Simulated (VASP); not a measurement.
# CsPbCl3 in VASP: notebook, part 2 of 2

VASP 6.6.1. The steps go on from the part before.

## Step 4: Single point, r2SCAN (uniaxial x strain +0.9%)

POSCAR

```
CsPbCl3
1.0
    4.0486438913      2.3175546703      3.2773182015
   -4.0486438913      2.3175546703      3.2773182015
    0.0000000000     -4.6351093407      3.2773182014
Cs Pb Cl
1 1 3
Direct
    0.5000000000      0.5000000000      0.5000000000
    0.0000000000      0.0000000000      0.0000000000
    0.5000000000      0.0000513870      0.9999486130
    0.0000513870      0.9999486130      0.5000000000
    0.9999486130      0.5000000000      0.0000513870
```

INCAR.step1

```
  PREC = Accurate
  ENCUT = 520
  ISMEAR = 0
  SIGMA = 0.01
  LREAL = F
  LASPH = T
  NELM = 80
  NBANDS = 30
  GGA = PE
  ALGO = Normal
  EDIFF = 1E-4
  LWAVE = T
  LCHARG = F
```

INCAR.step2

```
  PREC = Accurate
  ENCUT = 520
  EDIFF = 1E-6
  ISMEAR = 0
  SIGMA = 0.01
  LREAL = F
  LASPH = T
  NELM = 80
  ALGO = Normal
  ISIF = 2
  LWAVE = F
  LCHARG = T
  METAGGA = R2SCAN
  LMIXTAU = T
  LELF = T
  LVHAR = T
  NBANDS = 30
  ISTART = 1
```

KPOINTS

```
regular mesh
0
Gamma
  4 4 4
```

Potentials or basis: VASP PAW PBE potentials, release 64 (Cs_sv, Pb_d, Cl).

Command:

```sh
$ cat potpaw_PBE.64/Cs_sv/POTCAR potpaw_PBE.64/Pb_d/POTCAR potpaw_PBE.64/Cl/POTCAR > POTCAR
$ cp INCAR.step1 INCAR
$ mpirun -np 1 vasp_std > vasp.out
$ cp INCAR.step2 INCAR
$ mpirun -np 1 vasp_std > vasp.out
```

OUTCAR:

```text
PREC = Accurate
   ENCUT = 520
   EDIFF = 1E-6
   ISMEAR = 0
   LREAL = F
   LASPH = T
   NELM = 80
   ISIF = 2
   METAGGA = R2SCAN
   ISTART = 1

 ion  position               nearest neighbor table
   1  0.500  0.500  0.500-
   2  0.000  0.000  0.000-   4 2.84   4 2.84   3 2.85   5 2.85   5 2.85   3 2.85
   3  0.500  0.000  1.000-   2 2.85   2 2.85
   4  0.000  1.000  0.500-   2 2.84   2 2.84
   5  1.000  0.500  0.000-   2 2.85   2 2.85

  LATTYP: Found a base centered monoclinic cell.
 ALAT       =     8.0279198411
 B/A-ratio  =     1.0086408363
 C/A-ratio  =     0.7071210961
 COS(beta)  =    -0.0000572589

  Lattice vectors:

 A1 = (   4.0486438913,   2.3175546703,   3.2773182015)
 A2 = (  -4.0486438913,   2.3175546703,   3.2773182015)
 A3 = (   0.0000000000,  -4.6351093407,   3.2773182014)

Analysis of symmetry for initial positions (statically):
=====================================================================
 Subroutine PRICEL returns:
 Original cell was already a primitive cell.

 Routine SETGRP: Setting up the symmetry group for a
 base centered monoclinic supercell.

 Subroutine GETGRP returns: Found  2 space group operations
 (whereof  2 operations were pure point group operations)
 out of a pool of  4 trial point group operations.

The static configuration has the point symmetry C_2 .

Analysis of symmetry for dynamics (positions and initial velocities):
=====================================================================
 Subroutine PRICEL returns:
 Original cell was already a primitive cell.

 Routine SETGRP: Setting up the symmetry group for a
 base centered monoclinic supercell.

 Subroutine GETGRP returns: Found  2 space group operations
 (whereof  2 operations were pure point group operations)
 out of a pool of  4 trial point group operations.

The dynamic configuration has the point symmetry C_2 .

 Subroutine INISYM returns: Found  2 space group operations
 (whereof  2 operations are pure point group operations),
 and found     1 'primitive' translations

----------------------------------------------------------------------------------------

                                     Primitive cell

  volume of cell :     184.5055

  direct lattice vectors                    reciprocal lattice vectors
     4.048643891  2.317554670  3.277318201     0.123498142  0.071914880  0.101709176
    -4.048643891  2.317554670  3.277318201    -0.123498142  0.071914880  0.101709176
     0.000000000 -4.635109341  3.277318201     0.000000000 -0.143829761  0.101709176

  length of vectors
     5.701174581  5.701174581  5.676711477     0.175408944  0.175408944  0.176158328

  position of ions in fractional coordinates (direct lattice)
     0.500000000  0.500000000  0.500000000
     0.000000000  0.000000000  0.000000000
     0.500000000  0.000051387  0.999948613
     0.000051387  0.999948613  0.500000000
     0.999948613  0.500000000  0.000051387

  ion indices of the primitive-cell ions
   primitive index   ion index
                 1           1
                 2           2
                 3           3
                 4           4
                 5           5
[... 21 lines left out ...]

 Subroutine IBZKPT returns following result:
 ===========================================

 Found     24 irreducible k-points:

 Following reciprocal coordinates:
            Coordinates               Weight
  0.000000  0.000000  0.000000      1.000000
  0.250000 -0.000000 -0.000000      4.000000
  0.500000 -0.000000 -0.000000      2.000000
  0.250000  0.250000 -0.000000      2.000000
  0.500000  0.250000 -0.000000      4.000000
 -0.250000  0.250000  0.000000      2.000000
[... 16 lines left out ...]
 -0.250000  0.250000  0.500000      2.000000
  0.500000  0.500000  0.500000      1.000000
   k-points           NKPTS =     24   k-points in BZ     NKDIM =     24   number of bands    NBANDS=     30
   number of dos      NEDOS =    301   number of ions     NIONS =      5
   total plane-waves  NPLWV =  74088
   dimension x,y,z NGX =    42 NGY =   42 NGZ =   42
   dimension x,y,z NGXF=    84 NGYF=   84 NGZF=   84
   ions per type =               1   1   3
   NGX,Y,Z   is equivalent  to a cutoff of  12.25, 12.25, 12.30 a.u.
   NGXF,Y,Z  is equivalent  to a cutoff of  24.49, 24.49, 24.60 a.u.
 SYSTEM =  unknown system
   PREC   = accura    normal or accurate (medium, high low for compatibility)
   ISTART =      1    job   : 0-new  1-cont  2-samecut
   ICHARG =      0    charge: 1-file 2-atom 10-const
   ISPIN  =      1    spin polarized calculation?
   LNONCOLLINEAR =      F non collinear calculations
   LSORBIT =      F    spin-orbit coupling
   LASPH  =      T    aspherical Exc in radial PAW
   ENCUT  =  520.0 eV  38.22 Ry    6.18 a.u.  10.60 10.60 10.55*2*pi/ulx,y,z
   NELM   =     80;   NELMIN=  2; NELMDL=  0     # of ELM steps
   EDIFF  = 0.1E-05   stopping-criterion for ELM
   LREAL  =      F    real-space projection
   EDIFFG = 0.1E-04   stopping-criterion for IOM
   NSW    =      0    number of steps for IOM
   IBRION =     -1    ionic relax: 0-MD 1-quasi-New 2-CG
   NFREE  =      0    steps in history (QN), initial steepest desc. (CG)
   ISIF   =      2    stress and relaxation
   ISYM   =      2    0-nonsym 1-usesym 2-fastsym
   POTIM  = 0.5000    time-step for ionic-motion
   TEBEG  =    0.0;   TEEND  =   0.0 temperature during run
   PSTRESS=    0.0 pullay stress
   NELECT =      44.0000    total number of electrons
   NUPDOWN=      -1.0000    fix difference up-down
   EMIN   =  10.00;   EMAX   =-10.00  energy-range for DOS
   EFERMI =   0.00;   METHOD = LEGACY
   ISMEAR =     0;   SIGMA  =   0.01  broadening in eV -4-tet -1-fermi 0-gaus
   EFERMI_NEDOS =   21; number of points for ismear=-14 and -15
   IALGO  =     38    algorithm
   IMIX   =      4    mixing-type and parameters
     AMIX     =   0.40;   BMIX     =  1.00
     AMIX_MAG =   1.60;   BMIX_MAG =  1.00
  volume/ion in A,a.u.               =      36.90       249.02
  Fermi-wavevector in a.u.,A,eV,Ry     =   1.015210  1.918469 14.022865  1.030651
  Thomas-Fermi vector in A             =   2.148483
   LORBIT       =      0    0 simple, 1 ext, 2 COOP (PROOUT), +10 PAW based schemes
   METAGGA = R2SCAN    functional components
   LHFCALC =     F    Hartree Fock is set to
   AEXX    =    0.0000 exact exchange contribution
   IVDW    =     0    specifies the selected vdW correction
   LEPSILON=     F    determine dielectric tensor
   LRPA    =     F    only Hartree local field effects (RPA)
 non-spin polarized calculation
 Gauss-broadening in eV      SIGMA  =   0.01
  energy-cutoff  :      520.00
  volume of cell :      184.51
 maximum number of plane-waves:      4990
   NGX = 21   NGY = 21   NGZ = 21

 number of electron      44.0000020 magnetization

 Free energy of the ion-electron system (eV)
  ---------------------------------------------------
  ext. energy  EPLUGINS =         0.00000000
  ---------------------------------------------------
  free energy    TOTEN  =      -108.17151117 eV

  energy without entropy =     -108.17151117  energy(sigma->0) =     -108.17151117

 E-fermi :   1.0749     XC(G=0):  -8.0380

 val. band max:        0.9897272743   @ k =   0.5000   0.5000   0.5000
 cond. band min:       3.4740861194   @ k =   0.5000   0.5000   0.5000
 fundamental gap:      2.4843588451
 Fermi energy:         1.0748810977

 k-point     1 :       0.0000    0.0000    0.0000
  band No.  band energies     occupation
      1     -20.7721      2.00000
      2     -16.2070      2.00000
      3     -16.1993      2.00000
      4     -15.9941      2.00000
      5     -15.9939      2.00000
      6     -15.9914      2.00000
[... 781 lines left out ...]
     29       7.3034      0.00000
     30       8.4819      0.00000

------------------------ aborting loop because EDIFF is reached ----------------------------------------

  FORCE on cell =-STRESS in cart. coord.  units (eV):
  Direction    XX          YY          ZZ          XY          YZ          ZX
  --------------------------------------------------------------------------------------
  -------------------------------------------------------------------------------------
  Total       -0.3930097     -0.1623928     -0.2233816      0.0000000     -0.0873469      0.0000000
  in kB       -3.4127498     -1.4101586     -1.9397622      0.0000000     -0.7584881      0.0000000
  external PRESSURE =      -2.2542235 kB  Pullay stress =       0.0000000 kB

 VOLUME and BASIS-vectors are now :
 -----------------------------------------------------------------------------
  energy-cutoff  :      520.00
  volume of cell :      184.51
      direct lattice vectors                 reciprocal lattice vectors
     4.048643891  2.317554670  3.277318201     0.123498142  0.071914880  0.101709176
    -4.048643891  2.317554670  3.277318201    -0.123498142  0.071914880  0.101709176
     0.000000000 -4.635109341  3.277318201     0.000000000 -0.143829761  0.101709176

 POSITION                                       TOTAL-FORCE (eV/Angst)
 -----------------------------------------------------------------------------------
      0.00000     -0.00000      4.91598        -0.000005     -0.000000      0.000000
      0.00000      0.00000      0.00000        -0.000007     -0.000000      0.000000
      2.02411     -3.47597      4.91598         0.000048     -0.000086     -0.000009
     -4.04823     -0.00000      4.91598        -0.000084     -0.000000     -0.000000
      2.02411      3.47597      4.91598         0.000048      0.000086      0.000009
 -----------------------------------------------------------------------------------
    total drift:                               -0.000002     -0.000000      0.000000

  FREE ENERGIE OF THE ION-ELECTRON SYSTEM (eV)
  ---------------------------------------------------
  free  energy   TOTEN  =      -108.1715111655 eV

  energy  without entropy=     -108.1715111655  energy(sigma->0) =     -108.17151117
```

Wall time 2.8 min (1 thread of Intel Xeon 6975P-C (Granite Rapids), shared host); peak memory 0.37 GiB.

What came out:

```
Free energy            : -108.1715 eV
Pressure               : -0.2 GPa
Band gap on the k mesh : 2.48 eV
```

Levels at points of the mesh, in eV from the valence-band top:
| k point | band 20 | band 21 | band 22 | band 23 | band 24 | band 25 |
| --- | --- | --- | --- | --- | --- | --- |
| (0.00, 0.00, 0.00) | -2.38 | -2.37 | -2.36 | 4.05 | 4.97 | 4.98 |
| (0.50, 0.00, 0.00) | -2.47 | -2.46 | -1.61 | 3.51 | 5.37 | 5.79 |
| (0.50, 0.50, 0.00) | -2.62 | -2.07 | -0.79 | 3.04 | 3.07 | 5.47 |
| (0.00, 0.00, 0.50) | -2.48 | -2.44 | -1.59 | 3.53 | 5.38 | 5.76 |
| (0.50, 0.00, 0.50) | -2.62 | -2.07 | -0.76 | 3.04 | 3.07 | 5.40 |
| (0.50, 0.50, 0.50) | -2.06 | -2.06 | 0.00 | 2.48 | 2.52 | 2.54 |

Caveat: the cell differs from its parent crystal (uniaxial x strain +0.9%); the PAW data sets were made with another functional, which shifts forces and pressure a little; spin-orbit coupling is left out, which moves the levels of the heavy elements.

## Step 5: Summary

```tsv
level	cell	smearing	gap on the mesh (eV)	pressure (GPa)
r2SCAN	a = 5.882 Å, 5 atoms	gaussian 0.01 eV	2.85	-2.1
PBE	a = 5.701, b = 5.701, c = 5.677 Å, angles 90.0, 90.0, 90.5°, 5 atoms	fermi-dirac 0.02 eV	2.10	0.5
r2SCAN	a = 5.701, b = 5.701, c = 5.677 Å, angles 90.0, 90.0, 90.5°, 5 atoms	gaussian 0.01 eV	2.48	-0.2
```

Alike in all rows: task single point; potentials or basis VASP PAW PBE potentials, release 64 (Cs_sv, Pb_d, Cl); no spin polarisation; k mesh 4 × 4 × 4; cutoff (eV) 520.

Caveats: spin-orbit coupling is left out, which moves the levels of the heavy elements; the PAW data sets were made with another functional, which shifts forces and pressure a little (at least some runs).

Absolute energies hang on the potentials; compare differences alone.
